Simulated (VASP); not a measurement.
# AlN (P6_3mc) in VASP: further runs

AlN is run at these levels: PBEsol; tasks: electric field gradients.

Everything below comes from runs of VASP 6.6.1. Logs are shortened: lines on timing, memory, paths and dates and some standing lists are left out, and cuts for length are marked.

## (1) The cell of the first run

Symmetry: P6_3mc, No. 186, hexagonal system. The conventional cell has a = 3.069 Å, b = 3.069 Å, c = 4.911 Å, α = 90.00°, β = 90.00°, γ = 120.00°. Within 2.5 Å of Al (site symmetry 3m) lie 4 N at 1.86 to 1.89 Å. N (site symmetry 3m) has 4 Al at 1.86 to 1.89 Å within 2.5 Å.

## (2) Electric field gradients, PBEsol (volume scaled by 0.96)

Input file INCAR:

```
SYSTEM = AlN
PREC = Accurate
ENCUT = 520
EDIFF = 1E-8
ISMEAR = -1
SIGMA = 0.02
LREAL = .FALSE.
LASPH = .TRUE.
NELM = 80
ALGO = Normal
ISIF = 2
LWAVE = .FALSE.
LCHARG = .FALSE.
GGA = PS
LEFG = .TRUE.
NBANDS = 16
```

Input file KPOINTS:

```
regular mesh
0
G
  11 11 6
  0 0 0
```

Input file POSCAR:

```
AlN
1.0
    3.0689564278      0.0000000000      0.0000000000
   -1.5344782139      2.6577942296      0.0000000000
    0.0000000000      0.0000000000      4.9107214824
Al N
2 2
Direct
    0.3333333333      0.6666666667      0.0000000000
    0.6666666667      0.3333333333      0.5000000000
    0.3333333333      0.6666666667      0.3850000000
    0.6666666667      0.3333333333      0.8850000000
```

Potentials or basis: VASP PAW PBE potentials, release 64 (Al, N).

Launch:

```bash
> cat potpaw_PBE.64/Al/POTCAR potpaw_PBE.64/N/POTCAR > POTCAR
> mpirun -np 1 vasp_std > vasp.out
```

OUTCAR:

```text
SYSTEM = AlN
   PREC = Accurate
   ENCUT = 520
   EDIFF = 1E-8
   ISMEAR = -1
   LREAL = .FALSE.
   LASPH = .TRUE.
   NELM = 80
   ISIF = 2
   GGA = PS

 ion  position               nearest neighbor table
   1  0.333  0.667  0.000-   4 1.86   4 1.86   4 1.86   3 1.89   2 3.03   2 3.03   2 3.03   2 3.03
                             2 3.03   2 3.03
   2  0.667  0.333  0.500-   3 1.86   3 1.86   3 1.86   4 1.89   1 3.03   1 3.03   1 3.03   1 3.03
                             1 3.03   1 3.03
   3  0.333  0.667  0.385-   2 1.86   2 1.86   2 1.86   1 1.89
   4  0.667  0.333  0.885-   1 1.86   1 1.86   1 1.86   2 1.89

  LATTYP: Found a hexagonal cell.
 ALAT       =     3.0689564278
 C/A-ratio  =     1.6001274694

  Lattice vectors:

 A1 = (   3.0689564278,   0.0000000000,   0.0000000000)
 A2 = (  -1.5344782139,   2.6577942296,   0.0000000000)
 A3 = (   0.0000000000,   0.0000000000,   4.9107214824)

Analysis of symmetry for initial positions (statically):
=====================================================================
 Subroutine PRICEL returns:
 Original cell was already a primitive cell.

 Routine SETGRP: Setting up the symmetry group for a
 hexagonal supercell.

 Subroutine GETGRP returns: Found 12 space group operations
 (whereof  6 operations were pure point group operations)
 out of a pool of 24 trial point group operations.

The static configuration has the point symmetry C_3v.
 The point group associated with its full space group is C_6v.

Analysis of symmetry for dynamics (positions and initial velocities):
=====================================================================
 Subroutine PRICEL returns:
 Original cell was already a primitive cell.

 Routine SETGRP: Setting up the symmetry group for a
 hexagonal supercell.

 Subroutine GETGRP returns: Found 12 space group operations
 (whereof  6 operations were pure point group operations)
 out of a pool of 24 trial point group operations.

The dynamic configuration has the point symmetry C_3v.
 The point group associated with its full space group is C_6v.

 Subroutine INISYM returns: Found 12 space group operations
 (whereof  6 operations are pure point group operations),
 and found     1 'primitive' translations

----------------------------------------------------------------------------------------

                                     Primitive cell

  volume of cell :      40.0551

  direct lattice vectors                    reciprocal lattice vectors
     3.068956428  0.000000000  0.000000000     0.325843662  0.188125926  0.000000000
    -1.534478214  2.657794230  0.000000000     0.000000000  0.376251852  0.000000000
     0.000000000  0.000000000  4.910721482     0.000000000  0.000000000  0.203636065

  length of vectors
     3.068956428  3.068956428  4.910721482     0.376251852  0.376251852  0.203636065

  position of ions in fractional coordinates (direct lattice)
     0.333333333  0.666666667  0.000000000
     0.666666667  0.333333333  0.500000000
     0.333333333  0.666666667  0.385000000
     0.666666667  0.333333333  0.885000000

  ion indices of the primitive-cell ions
   primitive index   ion index
                 1           1
                 2           2
                 3           3
                 4           4

----------------------------------------------------------------------------------------

 KPOINTS: regular mesh

Automatic generation of k-mesh.
 Grid dimensions read from file:
 generate k-points for:   11   11    6

 Generating k-lattice:

  Cartesian coordinates                     Fractional coordinates (reciprocal lattice)
     0.029622151  0.017102357  0.000000000     0.090909091  0.000000000  0.000000000
     0.000000000  0.034204714  0.000000000     0.000000000  0.090909091  0.000000000
     0.000000000  0.000000000  0.033939344     0.000000000  0.000000000  0.166666667

  Length of vectors
     0.034204714  0.034204714  0.033939344

  Shift w.r.t. Gamma in fractional coordinates (k-lattice)
     0.000000000  0.000000000  0.000000000

 Subroutine IBZKPT returns following result:
 ===========================================

 Found     64 irreducible k-points:

 Following reciprocal coordinates:
            Coordinates               Weight
  0.000000  0.000000  0.000000      1.000000
  0.090909 -0.000000  0.000000      6.000000
  0.181818  0.000000  0.000000      6.000000
  0.272727 -0.000000  0.000000      6.000000
  0.363636 -0.000000  0.000000      6.000000
  0.454545  0.000000  0.000000      6.000000
[... 16 lines left out ...]
  0.090909  0.090909  0.166667     12.000000
  0.181818  0.090909  0.166667     24.000000
 [... further k-points ...]
   k-points           NKPTS =     64   k-points in BZ     NKDIM =     64   number of bands    NBANDS=     16
   number of dos      NEDOS =    301   number of ions     NIONS =      4
   total plane-waves  NPLWV =  23040
   dimension x,y,z NGX =    24 NGY =   24 NGZ =   40
   dimension x,y,z NGXF=    48 NGYF=   48 NGZF=   80
   ions per type =               2   2
   NGX,Y,Z   is equivalent  to a cutoff of  13.00, 13.00, 13.54 a.u.
   NGXF,Y,Z  is equivalent  to a cutoff of  26.00, 26.00, 27.08 a.u.
 SYSTEM =  AlN
   PREC   = accura    normal or accurate (medium, high low for compatibility)
   ISTART =      0    job   : 0-new  1-cont  2-samecut
   ICHARG =      2    charge: 1-file 2-atom 10-const
   ISPIN  =      1    spin polarized calculation?
   LNONCOLLINEAR =      F non collinear calculations
   LSORBIT =      F    spin-orbit coupling
   LASPH  =      T    aspherical Exc in radial PAW
   ENCUT  =  520.0 eV  38.22 Ry    6.18 a.u.   5.71  5.71  9.13*2*pi/ulx,y,z
   NELM   =     80;   NELMIN=  2; NELMDL= -5     # of ELM steps
   EDIFF  = 0.1E-07   stopping-criterion for ELM
   LREAL  =      F    real-space projection
   EDIFFG = 0.1E-06   stopping-criterion for IOM
   NSW    =      0    number of steps for IOM
   IBRION =     -1    ionic relax: 0-MD 1-quasi-New 2-CG
   NFREE  =      0    steps in history (QN), initial steepest desc. (CG)
   ISIF   =      2    stress and relaxation
   ISYM   =      2    0-nonsym 1-usesym 2-fastsym
   POTIM  = 0.5000    time-step for ionic-motion
   TEBEG  =    0.0;   TEEND  =   0.0 temperature during run
   PSTRESS=    0.0 pullay stress
   NELECT =      16.0000    total number of electrons
   NUPDOWN=      -1.0000    fix difference up-down
   EMIN   =  10.00;   EMAX   =-10.00  energy-range for DOS
   EFERMI =   0.00;   METHOD = LEGACY
   ISMEAR =    -1;   SIGMA  =   0.02  broadening in eV -4-tet -1-fermi 0-gaus
   EFERMI_NEDOS =   21; number of points for ismear=-14 and -15
   IALGO  =     38    algorithm
   IMIX   =      4    mixing-type and parameters
     AMIX     =   0.40;   BMIX     =  1.00
     AMIX_MAG =   1.60;   BMIX_MAG =  1.00
  volume/ion in A,a.u.               =      10.01        67.58
  Fermi-wavevector in a.u.,A,eV,Ry     =   1.205672  2.278389 19.778027  1.453644
  Thomas-Fermi vector in A             =   2.341361
   LORBIT       =      0    0 simple, 1 ext, 2 COOP (PROOUT), +10 PAW based schemes
   GGA     = PS    functional components
   LHFCALC =     F    Hartree Fock is set to
   AEXX    =    0.0000 exact exchange contribution
   IVDW    =     0    specifies the selected vdW correction
   LEPSILON=     F    determine dielectric tensor
   LRPA    =     F    only Hartree local field effects (RPA)
 non-spin polarized calculation
  energy-cutoff  :      520.00
  volume of cell :       40.06
 maximum number of plane-waves:      1092
 NGX is ok and might be reduce to    24
   NGX = 11   NGY = 11   NGZ = 19

 number of electron      15.9999997 magnetization

 Free energy of the ion-electron system (eV)
  ---------------------------------------------------
  ext. energy  EPLUGINS =         0.00000000
  ---------------------------------------------------
  free energy    TOTEN  =       -31.25728764 eV

  energy without entropy =      -31.25728764  energy(sigma->0) =      -31.25728764

 E-fermi :   6.9042     XC(G=0): -11.2916

 val. band max:        6.5276700809   @ k =   0.0000   0.0000   0.0000
 cond. band min:      10.9799157498   @ k =   0.0000   0.0000   0.0000
 fundamental gap:      4.4522456689
 Fermi energy:         6.9041855555

 k-point     1 :       0.0000    0.0000    0.0000
  band No.  band energies     occupation
      1      -8.9524      2.00000
      2      -6.6338      2.00000
      3       0.2414      2.00000
      4       5.5582      2.00000
      5       5.5582      2.00000
      6       6.2232      2.00000
[... 8 lines left out ...]
     15      19.8950      0.00000
     16      19.8950      0.00000

 k-point     2 :       0.0909   -0.0000    0.0000
  band No.  band energies     occupation
      1      -8.8406      2.00000
      2      -6.5696      2.00000
      3       0.3717      2.00000
      4       5.0582      2.00000
      5       5.4144      2.00000
      6       5.7459      2.00000
[... 8 lines left out ...]
     15      19.8912      0.00000
     16      19.9608      0.00000

 k-point     3 :       0.1818    0.0000    0.0000
  band No.  band energies     occupation
      1      -8.5163      2.00000
      2      -6.3972      2.00000
      3       0.7551      2.00000
      4       3.8777      2.00000
      5       4.7508      2.00000
      6       5.0908      2.00000
[... 8 lines left out ...]
     15      19.0866      0.00000
     16      19.3111      0.00000

 k-point     4 :       0.2727   -0.0000    0.0000
  band No.  band energies     occupation
      1      -8.0171      2.00000
      2      -6.1822      2.00000
      3       1.3642      2.00000
      4       2.5627      2.00000
      5       3.6813      2.00000
      6       4.7401      2.00000
[... 8 lines left out ...]
     15      18.8981      0.00000
     16      20.3083      0.00000
[... 324 lines left out ...]
 k-point    22 :       0.4545    0.0000    0.1667
  band No.  band energies     occupation
      1      -6.8620      2.00000
      2      -6.1121      2.00000
      3       0.7199      2.00000
      4       1.8436      2.00000
      5       3.3242      2.00000
      6       4.3884      2.00000
[... 8 lines left out ...]
     15      19.2572      0.00000
     16      21.9821      0.00000

 k-point    23 :       0.0909    0.0909    0.1667
  band No.  band energies     occupation
      1      -8.5140      2.00000
      2      -6.6585      2.00000
      3       0.9648      2.00000
      4       4.4862      2.00000
      5       4.5500      2.00000
      6       5.3448      2.00000
[... 8 lines left out ...]
     15      19.2894      0.00000
     16      20.0064      0.00000

 k-point    24 :       0.1818    0.0909    0.1667
  band No.  band energies     occupation
      1      -8.1078      2.00000
      2      -6.4315      2.00000
      3       1.3296      2.00000
      4       3.3359      2.00000
      5       3.7560      2.00000
      6       4.8965      2.00000
[... 8 lines left out ...]
     15      19.2282      0.00000
     16      20.2172      0.00000

 [... further k-points ...]
[... 5 lines left out ...]
  --------------------------------------------------------------------------------------
  -------------------------------------------------------------------------------------
  Total        2.6616914      2.6616914      1.8749389      0.0000000     -0.0000000      0.0000000
  in kB      106.4659906    106.4659906     74.9963834      0.0000000     -0.0000000      0.0000000
  external PRESSURE =      95.9761216 kB  Pullay stress =       0.0000000 kB

 VOLUME and BASIS-vectors are now :
 -----------------------------------------------------------------------------
  energy-cutoff  :      520.00
  volume of cell :       40.06
      direct lattice vectors                 reciprocal lattice vectors
     3.068956428  0.000000000  0.000000000     0.325843662  0.188125926  0.000000000
    -1.534478214  2.657794230  0.000000000     0.000000000  0.376251852  0.000000000
     0.000000000  0.000000000  4.910721482     0.000000000  0.000000000  0.203636065

 POSITION                                       TOTAL-FORCE (eV/Angst)
 -----------------------------------------------------------------------------------
     -0.00000      1.77186      0.00000        -0.000000     -0.000000      0.180377
      1.53448      0.88593      2.45536         0.000000      0.000000      0.180377
     -0.00000      1.77186      1.89063         0.000000      0.000000     -0.180377
      1.53448      0.88593      4.34599        -0.000000     -0.000000     -0.180377
 -----------------------------------------------------------------------------------
    total drift:                                0.000000      0.000000      0.000380

  FREE ENERGIE OF THE ION-ELECTRON SYSTEM (eV)
  ---------------------------------------------------
  free  energy   TOTEN  =       -31.2572876391 eV

  energy  without entropy=      -31.2572876391  energy(sigma->0) =      -31.25728764

 Electric field gradients (V/A^2)
---------------------------------------------------------------------
 ion       V_xx      V_yy      V_zz      V_xy      V_xz      V_yz
---------------------------------------------------------------------
   1      -4.491    -4.491     8.982     0.000    -0.000     0.000
   2      -4.491    -4.491     8.982     0.000     0.000    -0.000
   3      -0.510    -0.510     1.020     0.000    -0.000     0.000
   4      -0.510    -0.510     1.020     0.000     0.000    -0.000
---------------------------------------------------------------------

 Electric field gradients after diagonalization (V/A^2)
 (convention: |V_zz| > |V_xx| > |V_yy|)
----------------------------------------------------------------------
 ion       V_xx      V_yy      V_zz     asymmetry (V_yy - V_xx)/ V_zz
----------------------------------------------------------------------
   1      -4.491    -4.491     8.982       0.000
   2      -4.491    -4.491     8.982       0.000
   3      -0.511    -0.510     1.020       0.001
   4      -0.511    -0.510     1.020       0.001
----------------------------------------------------------------------

           NMR quadrupolar parameters

 Cq : quadrupolar parameter    Cq=e*Q*V_zz/h
 eta: asymmetry parameters     (V_yy - V_xx)/ V_zz
 Q  : nuclear electric quadrupole moment in mb (millibarn)
----------------------------------------------------------------------
 ion       Cq(MHz)       eta       Q (mb)
----------------------------------------------------------------------
   1       0.022       0.000       1.000
   2       0.022       0.000       1.000
   3       0.002       0.001       1.000
   4       0.002       0.001       1.000
----------------------------------------------------------------------
```

Run time: 27 s. Hardware: 1 thread of AMD EPYC 7R13 (Zen 3), shared host; peak memory 0.14 GiB.

Results:

```
Free energy            : -31.2573 eV
Pressure               : 9.6 GPa
Largest force          : 0.180 eV/Å
Band gap on the k mesh : 4.45 eV, direct
```

Forces in eV/Å, atoms in the order of the input:
```
Al   0.000  0.000  0.180
Al   0.000  0.000  0.180
N    0.000  0.000 -0.180
N    0.000  0.000 -0.180
```

Stress tensor (GPa, compression positive):
```
10.65  0.00  0.00
 0.00 10.65  0.00
 0.00  0.00  7.50
```

Electric field gradients, principal values (V/Å²):
```
atom   least  middle  greatest (by size)
1 Al  -4.491  -4.491               8.982
2 Al  -4.491  -4.491               8.982
 3 N  -0.510  -0.511               1.020
 4 N  -0.510  -0.511               1.020
```

Caveat: without QUAD_EFG the Cq values of the log hold for a quadrupole moment of 1 mb, not for the nuclei; the PAW data sets were made with another functional, which shifts forces and pressure a little.

(Continued in part 2 of 3.)
